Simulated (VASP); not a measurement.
# TePb: single point with r2SCAN

The system is TePb.

```xyz
2
Lattice="0.0000 3.3002 3.3002 3.3002 0.0000 3.3002 3.3002 3.3002 0.0000" Properties=species:S:1:pos:R:3 pbc="T T T"
Te    3.3002    3.3002    3.3002
Pb    0.0000    0.0000    0.0000
```

This cell differs from its parent crystal: volume changed by +3%.

```json
{"Program": "VASP 6.6.1", "Task": "single point", "Functional": "r2SCAN", "Potentials or basis": "VASP PAW PBE potentials, release 64 (Te, Pb_d)", "Cutoff": "520 eV", "k mesh": "6 × 6 × 6", "Occupations": "gaussian, width 0.01 eV", "Spin": "no spin polarisation"}
```

```yaml
Pressure: -1.2 GPa
Band_gap_on_the_k_mesh: 1.15 eV, direct
```

Levels at points of the mesh, in eV from the valence-band top:
| k point | band 7 | band 8 | band 9 | band 10 | band 11 | band 12 | band 13 | band 14 |
| --- | --- | --- | --- | --- | --- | --- | --- | --- |
| (0.00, 0.00, 0.00) | -5.79 | -1.23 | -1.23 | -1.23 | 4.29 | 4.29 | 4.29 | 6.34 |
| (0.50, 0.00, 0.00) | -8.55 | -0.80 | -0.80 | 0.00 | 1.15 | 1.59 | 1.59 | 8.87 |
| (0.50, 0.50, 0.00) | -7.39 | -4.17 | -2.58 | -2.58 | 3.87 | 5.60 | 5.60 | 6.80 |

Wall time 64 s on 1 thread of Intel Xeon 6975P-C, with other jobs on the host, peak memory 0.22 GiB.

Caveat: the PAW data sets were made with another functional, which shifts forces and pressure a little; spin-orbit coupling is left out, which moves the levels of the heavy elements. A k mesh can miss the band edges.
